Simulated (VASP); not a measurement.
A run of VASP 6.6.1 is set up as follows.

File INCAR:

```
PREC = Accurate
ENCUT = 520
EDIFF = 1E-7
ISMEAR = 0
SIGMA = 0.01
LREAL = F
LASPH = T
NELM = 80
ALGO = Normal
ISIF = 2
LWAVE = F
LCHARG = F
GGA = PE
NBANDS = 37
```

File KPOINTS:

```
regular mesh
0
Gamma
  8 8 8
```

POSCAR

```
CaSn2Se3
1.0
   -2.1202578309      2.1202578309      9.0337966231
    2.1202578309     -2.1202578309      9.0337966231
    2.1202578309      2.1202578309     -9.0337966231
Sn Se Ca
2 3 1
Direct
    0.8346029472      0.8346029472      0.0000000000
    0.1653970528      0.1653970528      0.0000000000
    0.6647336449      0.6647336449      0.0000000000
    0.0000000000      0.0000000000      0.0000000000
    0.3352663551      0.3352663551      0.0000000000
    0.5000000000      0.5000000000      0.0000000000
```

Potentials or basis: VASP PAW PBE potentials, release 64 (Sn_d, Se, Ca_sv).

The run is started by

```console
$ cat potpaw_PBE.64/Sn_d/POTCAR potpaw_PBE.64/Se/POTCAR potpaw_PBE.64/Ca_sv/POTCAR > POTCAR
$ mpirun -np 1 vasp_std > vasp.out
```

Problem. What does it give for the largest force?

Solution. 0.013 eV/Å.

Problem. Estimate the pressure.

Solution. 0.9 GPa.

Problem. Predict the band gap on the k mesh.

Solution. 0.39 eV.

Forces on the atoms (eV/Å):
```
Sn   0.000  0.000 -0.004
Sn   0.000  0.000  0.004
Se   0.000  0.000  0.013
Se   0.000  0.000  0.000
Se   0.000  0.000 -0.013
Ca   0.000  0.000  0.000
```

Caveat: semilocal functionals underestimate gaps, and a narrow one can read as zero; spin-orbit coupling is left out, which moves the levels of the heavy elements. A k mesh can miss the band edges.
